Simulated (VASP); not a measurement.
The system is ZnRhSe3.

```
Zn Rh Se
1.0
     4.87980    0.00000    0.00000
     0.00000    4.87980    0.00000
     0.00000    0.00000    4.87980
Zn Rh Se
1 1 3
Direct
  0.00000 0.00000 0.00000
  0.50000 0.50000 0.50000
  0.00000 0.50000 0.50000
  0.50000 0.00000 0.50000
  0.50000 0.50000 0.00000
```

The cell was built from a structure type or drawn by symmetry, and may not be a known phase.

| Item | Value |
| --- | --- |
| Program | VASP 6.6.1 |
| Task | relaxation of cell and atoms |
| Functional | PBE |
| Potentials or basis | VASP PAW PBE potentials, release 64 (Zn, Rh_pv, Se) |
| Cutoff | 600 eV |
| k mesh | 4 × 4 × 4 |
| Occupations | gaussian, width 0.1 eV |
| Spin | collinear spin, ferromagnetic start |
| Starting moments | [0.0, 1.0, 0.0, 0.0, 0.0] μB |

At the start: pressure 1.5 GPa; volume 23.24 Å³/atom.

Where does the relaxation end?

Over 3 steps the energy falls by 2.4 meV/atom and the volume is 23.75 Å³/atom (+2.2 %); space group Pm-3m (No. 221, to 0.1 Å) before and after; moment 0.00 μB per cell.

The path:
| step | energy change (eV) | largest force (eV/Å) | pressure (GPa) | volume (Å³) |
| --- | --- | --- | --- | --- |
| 1 | 0.0000 | 0.0000 | 1.53 | 116.20 |
| 2 | -0.0095 | 0.0000 | -0.65 | 119.96 |
| 3 | -0.0119 | 0.0000 | 0.00 | 118.76 |

Final structure:
```xyz
5
Lattice="4.9154 0.0000 0.0000 0.0000 4.9154 0.0000 0.0000 0.0000 4.9154" Properties=species:S:1:pos:R:3 pbc="T T T"
Zn    0.0000    0.0000    0.0000
Rh    2.4577    2.4577    2.4577
Se    0.0000    2.4577    2.4577
Se    2.4577    0.0000    2.4577
Se    2.4577    2.4577    0.0000
```
